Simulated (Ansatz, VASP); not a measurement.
Be2Se in VASP and in Ansatz

File INCAR:

```
PREC     = Accurate       # precision mode
ENCUT    = 600            # plane-wave cutoff, eV
EDIFF    = 1E-6           # SCF threshold, eV
ISMEAR   = 0              # smearing method
SIGMA    = 0.1            # smearing width, eV
LREAL    = F              # projectors in reciprocal space
LASPH    = T              # aspherical terms in the spheres
NELM     = 80             # most SCF steps
ALGO     = Normal         # electronic algorithm
ISIF     = 3              # what is computed and relaxed
LWAVE    = F              # write WAVECAR
LCHARG   = F              # write CHGCAR
GGA      = PE             # functional
IBRION   = 2              # ionic algorithm
NSW      = 100            # ionic steps
EDIFFG   = -0.01          # ionic threshold
```

The input KPOINTS:

```
regular mesh
0
Gamma
  14 14 14
```

File POSCAR:

```
Be2Se
1.0
    0.0000000000      2.8405382639      2.8405382639
    2.8405382639      0.0000000000      2.8405382639
    2.8405382639      2.8405382639      0.0000000000
Be Se
2 1
Direct
    0.7500000000      0.7500000000      0.7500000000
    0.2500000000      0.2500000000      0.2500000000
    0.0000000000      0.0000000000      0.0000000000
```

Input for Ansatz:

```yaml
crystal:
  lattice:
    - [0.0, 2.8405382639, 2.8405382639]
    - [2.8405382639, 0.0, 2.8405382639]
    - [2.8405382639, 2.8405382639, 0.0]
  atoms:
    - { symbol: Be, position: [0.75, 0.75, 0.75] }
    - { symbol: Be, position: [0.25, 0.25, 0.25] }
    - { symbol: Se, position: [0.0, 0.0, 0.0] }
basis:
  ecutwfc: 420
kpoints:
  mp_grid: { grid: [14, 14, 14] }
hamiltonian:
  xc: pbe
scf:
  occupations: { method: gaussian, width: 0.1 }
output:
  forces: true
  stress: true
  eigenvalues: true
relax:
  adjacent_minimum: "off"
  f_tol: 0.01
  max_steps: 80
  cell: { stress_tol: 0.05 }
```

Change from the starting cell: species swapped into the Sr2Ir type (Fm-3m, No. 225).

Alike in both runs: task relaxation of cell and atoms; functional PBE; k mesh 14 × 14 × 14; occupations gaussian, width 0.1 eV; no spin polarisation.

|  | VASP | Ansatz |
| --- | --- | --- |
| version | VASP 6.6.1 | Ansatz 0.2.0 |
| potentials or method | VASP PAW PBE potentials, release 64 (Be, Se), cutoff 600 eV | scalar-relativistic, plane waves, PAW |
| valence electrons in the cell | 10 | 20 |

Ansatz gave:

| Item | Value |
| --- | --- |
| gap on the k mesh at the Fermi level, each at its own relaxed structure (eV) | none |
| relaxed volume (Å³/atom) | 15.52 |
| relaxed cell length with the largest relative difference (Å) | 4.038 |

Which values does VASP return?

gap on the k mesh at the Fermi level, each at its own relaxed structure (eV): none; relaxed volume (Å³/atom): 15.54; relaxed cell length with the largest relative difference (Å): 4.040.

A gap of «none» marks a metal or a gap that the smearing closes. VASP's potentials hold 10 valence electrons a cell and Ansatz's 20, so a difference there can come from the potentials and not from the codes.
